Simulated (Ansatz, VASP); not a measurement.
**Sn in VASP and in Ansatz**

The input INCAR:

```
ALGO     = Normal         # electronic algorithm
EDIFF    = 1E-6           # SCF threshold, eV
ENCUT    = 520            # plane-wave cutoff, eV
GGA      = PS             # functional
ISIF     = 2              # what is computed and relaxed
ISMEAR   = -1             # smearing method
LASPH    = T              # aspherical terms in the spheres
LCHARG   = F              # write CHGCAR
LREAL    = F              # projectors in reciprocal space
LWAVE    = F              # write WAVECAR
NBANDS   = 13             # bands
NELM     = 100            # most SCF steps
PREC     = Accurate       # precision mode
SIGMA    = 0.1            # smearing width, eV
```

Contents of KPOINTS:

```
k-points
0
Gamma
  8 8 8
```

File POSCAR:

```
Sn
1.0
   -1.6705228024      1.7566074943      2.2469735448
    1.6705228024     -1.7566074943      2.2469735448
    1.6705228024      1.7566074943     -2.2469735448
Sn
1
Direct
    0.0033238040     -0.0009931105     -0.0019548735
```

Input for Ansatz:

```yaml
crystal:
  lattice:
    - [-1.6705228024107313, 1.7566074943393513, 2.246973544771641]
    - [1.6705228024107304, -1.7566074943393513, 2.246973544771638]
    - [1.6705228024107304, 1.7566074943393504, -2.2469735447716404]
  atoms:
    - { symbol: Sn, position: [0.003323804034760497, -0.000993110543518341, -0.0019548734617855805] }
kpoints:
  mp_grid:
    grid: [8, 8, 8]
hamiltonian:
  xc: pbesol
  pseudopotentials:
    kind: paw
scf:
  occupations:
    method: fermi_dirac
output:
  forces: true
  stress: true
```

Alike in both runs: task single point; functional PBEsol; k mesh 8 × 8 × 8; no spin polarisation.

```csv
,VASP,Ansatz
version,VASP 6.6.1,Ansatz 0.2.0
potentials or method,"VASP PAW PBE potentials, release 64 (Sn_d)","plane waves, PAW"
plane-wave cutoff (eV),520,420
occupations,"fermi-dirac, width 0.1 eV",fermi-dirac
valence electrons in the cell,14,14
```

|  | VASP | Ansatz | Ansatz less VASP |
| --- | --- | --- | --- |
| pressure (GPa) | 0.0 | 0.1 | +0.04 |
| traceless stress, the component that is largest in VASP (GPa) | 0.44 | 0.45 | +0.001 |

VASP's potentials were made for PBE, not for PBEsol.
